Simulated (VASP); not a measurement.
# Bi (Pmma) in VASP: single point with PBE

Aim: the single point of Bi with PBE.

All numbers are computed with VASP 6.6.1; they aren't measurements. Logs are shortened: lines on timing, memory, paths and dates and some standing lists are left out, and cuts for length are marked.

### Step 1. The cell of the first run

It takes space group Pmma (No. 51, orthorhombic). The conventional cell has a = 6.514 Å, b = 3.269 Å, c = 3.290 Å, α = 90.00°, β = 90.00°, γ = 90.00°. Within 4.4 Å of Bi (site symmetry mm2) lie 8 Bi at 3.27 to 4.37 Å.

The cell was generated, and may not be a known phase.

### Step 2. Single point, PBE

INCAR

```
SYSTEM = Bi
PREC     = Accurate       ! precision mode
ENCUT    = 520            ! plane-wave cutoff, eV
EDIFF    = 1E-6           ! SCF threshold, eV
ISMEAR   = 0              ! smearing method
SIGMA    = 0.1            ! smearing width, eV
LREAL    = .False.        ! projectors in reciprocal space
LASPH    = .True.         ! aspherical terms in the spheres
NELM     = 60             ! most SCF steps
ALGO     = Fast           ! electronic algorithm
ISIF     = 2              ! what is computed and relaxed
LWAVE    = .False.        ! write WAVECAR
LCHARG   = .False.        ! write CHGCAR
GGA      = PE             ! functional
NBANDS   = 22             ! bands
```

KPOINTS

```
regular mesh
0
Gamma
  10 18 16
  0 0 0
```

POSCAR

```
Bi
1.0
    6.5137711612      0.0000000000      0.0000000000
    0.0000000000      3.2693843388      0.0000000000
    0.0000000000      0.0000000000      3.2904808853
Bi
2
Direct
    0.2500000000      0.0000000000      0.4433468343
    0.7500000000      0.0000000000      0.5566531657
```

Potentials or basis: VASP PAW PBE potentials, release 64 (Bi_d).

The run is started by

```console
$ cat potpaw_PBE.64/Bi_d/POTCAR > POTCAR
$ mpirun -np 1 vasp_std > vasp.out
```

OUTCAR:

```text
SYSTEM = Bi
   PREC = Accurate
   ENCUT = 520
   EDIFF = 1E-6
   ISMEAR = 0
   LREAL = .False.
   LASPH = .True.
   NELM = 60
   ISIF = 2
   GGA = PE

 ion  position               nearest neighbor table
   1  0.250  0.000  0.443-   2 3.28   2 3.28
   2  0.750  0.000  0.557-   1 3.28   1 3.28

  LATTYP: Found a simple orthorhombic cell.
 ALAT       =     3.2693843388
 B/A-ratio  =     1.0064527582
 C/A-ratio  =     1.9923540600

  Lattice vectors:

 A1 = (   0.0000000000,   3.2693843388,   0.0000000000)
 A2 = (   0.0000000000,   0.0000000000,   3.2904808853)
 A3 = (   6.5137711612,   0.0000000000,   0.0000000000)

Analysis of symmetry for initial positions (statically):
=====================================================================
 Subroutine PRICEL returns:
 Original cell was already a primitive cell.

 Routine SETGRP: Setting up the symmetry group for a
 simple orthorhombic supercell.

 Subroutine GETGRP returns: Found  8 space group operations
 (whereof  4 operations were pure point group operations)
 out of a pool of  8 trial point group operations.

The static configuration has the point symmetry C_2h.
 The point group associated with its full space group is D_2h.

Analysis of symmetry for dynamics (positions and initial velocities):
=====================================================================
 Subroutine PRICEL returns:
 Original cell was already a primitive cell.

 Routine SETGRP: Setting up the symmetry group for a
 simple orthorhombic supercell.

 Subroutine GETGRP returns: Found  8 space group operations
 (whereof  4 operations were pure point group operations)
 out of a pool of  8 trial point group operations.

The dynamic configuration has the point symmetry C_2h.
 The point group associated with its full space group is D_2h.

 Subroutine INISYM returns: Found  8 space group operations
 (whereof  4 operations are pure point group operations),
 and found     1 'primitive' translations

----------------------------------------------------------------------------------------

                                     Primitive cell

  volume of cell :      70.0742

  direct lattice vectors                    reciprocal lattice vectors
     6.513771161  0.000000000  0.000000000     0.153520898  0.000000000  0.000000000
     0.000000000  3.269384339  0.000000000     0.000000000  0.305867985  0.000000000
     0.000000000  0.000000000  3.290480885     0.000000000  0.000000000  0.303906947

  length of vectors
     6.513771161  3.269384339  3.290480885     0.153520898  0.305867985  0.303906947

  position of ions in fractional coordinates (direct lattice)
     0.250000000  0.000000000  0.443346834
     0.750000000  0.000000000  0.556653166

  ion indices of the primitive-cell ions
   primitive index   ion index
                 1           1
                 2           2

----------------------------------------------------------------------------------------

 KPOINTS: regular mesh

Automatic generation of k-mesh.
 Grid dimensions read from file:
 generate k-points for:   10   18   16

 Generating k-lattice:

  Cartesian coordinates                     Fractional coordinates (reciprocal lattice)
     0.015352090  0.000000000  0.000000000     0.100000000  0.000000000  0.000000000
     0.000000000  0.016992666  0.000000000     0.000000000  0.055555556  0.000000000
     0.000000000  0.000000000  0.018994184     0.000000000  0.000000000  0.062500000

  Length of vectors
     0.015352090  0.016992666  0.018994184

  Shift w.r.t. Gamma in fractional coordinates (k-lattice)
     0.000000000  0.000000000  0.000000000

 Subroutine IBZKPT returns following result:
 ===========================================

 Found    540 irreducible k-points:

 Following reciprocal coordinates:
            Coordinates               Weight
  0.000000  0.000000  0.000000      1.000000
  0.100000  0.000000  0.000000      2.000000
  0.200000  0.000000  0.000000      2.000000
  0.300000  0.000000  0.000000      2.000000
  0.400000  0.000000  0.000000      2.000000
  0.500000  0.000000  0.000000      1.000000
[... 16 lines left out ...]
  0.400000  0.166667  0.000000      4.000000
  0.500000  0.166667  0.000000      2.000000
 [... further k-points ...]
   k-points           NKPTS =    540   k-points in BZ     NKDIM =    540   number of bands    NBANDS=     22
   number of dos      NEDOS =    301   number of ions     NIONS =      2
   total plane-waves  NPLWV =  27648
   dimension x,y,z NGX =    48 NGY =   24 NGZ =   24
   dimension x,y,z NGXF=    96 NGYF=   48 NGZF=   48
   ions per type =               2
   NGX,Y,Z   is equivalent  to a cutoff of  12.25, 12.20, 12.13 a.u.
   NGXF,Y,Z  is equivalent  to a cutoff of  24.50, 24.41, 24.25 a.u.
 SYSTEM =  Bi
   PREC   = accura    normal or accurate (medium, high low for compatibility)
   ISTART =      0    job   : 0-new  1-cont  2-samecut
   ICHARG =      2    charge: 1-file 2-atom 10-const
   ISPIN  =      1    spin polarized calculation?
   LNONCOLLINEAR =      F non collinear calculations
   LSORBIT =      F    spin-orbit coupling
   LASPH  =      T    aspherical Exc in radial PAW
   ENCUT  =  520.0 eV  38.22 Ry    6.18 a.u.  12.11  6.08  6.12*2*pi/ulx,y,z
   NELM   =     60;   NELMIN=  2; NELMDL= -5     # of ELM steps
   EDIFF  = 0.1E-05   stopping-criterion for ELM
   LREAL  =      F    real-space projection
   EDIFFG = 0.1E-04   stopping-criterion for IOM
   NSW    =      0    number of steps for IOM
   IBRION =     -1    ionic relax: 0-MD 1-quasi-New 2-CG
   NFREE  =      0    steps in history (QN), initial steepest desc. (CG)
   ISIF   =      2    stress and relaxation
   ISYM   =      2    0-nonsym 1-usesym 2-fastsym
   POTIM  = 0.5000    time-step for ionic-motion
   TEBEG  =    0.0;   TEEND  =   0.0 temperature during run
   PSTRESS=    0.0 pullay stress
   NELECT =      30.0000    total number of electrons
   NUPDOWN=      -1.0000    fix difference up-down
   EMIN   =  10.00;   EMAX   =-10.00  energy-range for DOS
   EFERMI =   0.00;   METHOD = LEGACY
   ISMEAR =     0;   SIGMA  =   0.10  broadening in eV -4-tet -1-fermi 0-gaus
   EFERMI_NEDOS =   21; number of points for ismear=-14 and -15
   IALGO  =     68    algorithm
   IMIX   =      4    mixing-type and parameters
     AMIX     =   0.40;   BMIX     =  1.00
     AMIX_MAG =   1.60;   BMIX_MAG =  1.00
  volume/ion in A,a.u.               =      35.04       236.44
  Fermi-wavevector in a.u.,A,eV,Ry     =   1.233851  2.331640 20.713342  1.522388
  Thomas-Fermi vector in A             =   2.368564
   LORBIT       =      0    0 simple, 1 ext, 2 COOP (PROOUT), +10 PAW based schemes
   GGA     = PE    functional components
   LHFCALC =     F    Hartree Fock is set to
   AEXX    =    0.0000 exact exchange contribution
   IVDW    =     0    specifies the selected vdW correction
   LEPSILON=     F    determine dielectric tensor
   LRPA    =     F    only Hartree local field effects (RPA)
 non-spin polarized calculation
 RMM-DIIS sequential band-by-band and
 Gauss-broadening in eV      SIGMA  =   0.10
  energy-cutoff  :      520.00
  volume of cell :       70.07
 maximum number of plane-waves:      1920
   NGX = 25   NGY = 13   NGZ = 13

 number of electron      29.9999997 magnetization

 Free energy of the ion-electron system (eV)
  ---------------------------------------------------
  ext. energy  EPLUGINS =         0.00000000
  ---------------------------------------------------
  free energy    TOTEN  =        -7.68882050 eV

  energy without entropy =       -7.68353343  energy(sigma->0) =       -7.68617696

 E-fermi :   6.3516     XC(G=0):  -9.5991

 val. band max:        6.3471654589   @ k =   0.0000   0.2222   0.3125
 cond. band min:       6.3555412468   @ k =   0.5000   0.2222   0.2500
 fundamental gap:      0.0083757879
 Fermi energy:         6.3515676492

 k-point     1 :       0.0000    0.0000    0.0000
  band No.  band energies     occupation
      1     -16.5653      2.00000
      2     -16.5542      2.00000
      3     -16.5513      2.00000
      4     -16.3408      2.00000
      5     -16.3388      2.00000
      6     -16.3202      2.00000
[... 14 lines left out ...]
     21      14.4159      0.00000
     22      15.8605      0.00000

 k-point     2 :       0.1000    0.0000    0.0000
  band No.  band energies     occupation
      1     -16.5639      2.00000
      2     -16.5516      2.00000
      3     -16.5499      2.00000
      4     -16.3390      2.00000
      5     -16.3369      2.00000
      6     -16.3281      2.00000
[... 14 lines left out ...]
     21      14.6532      0.00000
     22      15.4456      0.00000

 k-point     3 :       0.2000    0.0000    0.0000
  band No.  band energies     occupation
      1     -16.5621      2.00000
      2     -16.5524      2.00000
      3     -16.5355      2.00000
      4     -16.3483      2.00000
      5     -16.3338      2.00000
      6     -16.3314      2.00000
[... 14 lines left out ...]
     21      14.8991      0.00000
     22      15.6076      0.00000

 k-point     4 :       0.3000    0.0000    0.0000
  band No.  band energies     occupation
      1     -16.5604      2.00000
      2     -16.5537      2.00000
      3     -16.5115      2.00000
      4     -16.3767      2.00000
      5     -16.3255      2.00000
      6     -16.3230      2.00000
[... 14 lines left out ...]
     21      14.4659      0.00000
     22      15.2980      0.00000

 k-point     5 :       0.4000    0.0000    0.0000
  band No.  band energies     occupation
      1     -16.5588      2.00000
      2     -16.5553      2.00000
      3     -16.4806      2.00000
      4     -16.4101      2.00000
      5     -16.3152      2.00000
      6     -16.3126      2.00000
[... 417 lines left out ...]
 k-point    22 :       0.3000    0.1667    0.0000
  band No.  band energies     occupation
      1     -16.5278      2.00000
      2     -16.5107      2.00000
      3     -16.4764      2.00000
      4     -16.3519      2.00000
      5     -16.3495      2.00000
      6     -16.3208      2.00000
[... 14 lines left out ...]
     21      15.1814      0.00000
     22      16.8095      0.00000

 k-point    23 :       0.4000    0.1667    0.0000
  band No.  band energies     occupation
      1     -16.5208      2.00000
      2     -16.5131      2.00000
      3     -16.4506      2.00000
      4     -16.3842      2.00000
      5     -16.3386      2.00000
      6     -16.3138      2.00000
[... 14 lines left out ...]
     21      15.3484      0.00000
     22      16.7314      0.00000

 k-point    24 :       0.5000    0.1667    0.0000
  band No.  band energies     occupation
      1     -16.5164      2.00000
      2     -16.5164      2.00000
      3     -16.4184      2.00000
      4     -16.4184      2.00000
      5     -16.3262      2.00000
      6     -16.3262      2.00000
[... 14 lines left out ...]
     21      16.0572      0.00000
     22      16.0572      0.00000

 [... further k-points ...]

------------------------ aborting loop because EDIFF is reached ----------------------------------------

  FORCE on cell =-STRESS in cart. coord.  units (eV):
  Direction    XX          YY          ZZ          XY          YZ          ZX
  --------------------------------------------------------------------------------------
  -------------------------------------------------------------------------------------
  Total       -0.0148700     -0.0168225     -0.0167890      0.0000000      0.0000000      0.0000000
  in kB       -0.3399883     -0.3846306     -0.3838631      0.0000000      0.0000000      0.0000000
  external PRESSURE =      -0.3694940 kB  Pullay stress =       0.0000000 kB

 VOLUME and BASIS-vectors are now :
 -----------------------------------------------------------------------------
  energy-cutoff  :      520.00
  volume of cell :       70.07
      direct lattice vectors                 reciprocal lattice vectors
     6.513771161  0.000000000  0.000000000     0.153520898  0.000000000  0.000000000
     0.000000000  3.269384339  0.000000000     0.000000000  0.305867985  0.000000000
     0.000000000  0.000000000  3.290480885     0.000000000  0.000000000  0.303906947

 POSITION                                       TOTAL-FORCE (eV/Angst)
 -----------------------------------------------------------------------------------
      1.62844      0.00000      1.45882         0.000000     -0.000000      0.000969
      4.88533      0.00000      1.83166        -0.000000      0.000000     -0.000969
 -----------------------------------------------------------------------------------
    total drift:                                0.000000     -0.000000     -0.000000

  FREE ENERGIE OF THE ION-ELECTRON SYSTEM (eV)
  ---------------------------------------------------
  free  energy   TOTEN  =        -7.6888205002 eV

  energy  without entropy=       -7.6835334275  energy(sigma->0) =       -7.68617696
```

It took 6.6 min on 1 thread of AMD EPYC 7R13 (Zen 3), shared host; peak memory 0.64 GiB.

What came out:

- Free energy: -7.6888 eV
- Pressure: 0.0 GPa
- Band gap on the k mesh: zero (bands 15 and 16 overlap by 6.06 eV)

Caveat: spin-orbit coupling is left out, which moves the levels of the heavy elements.
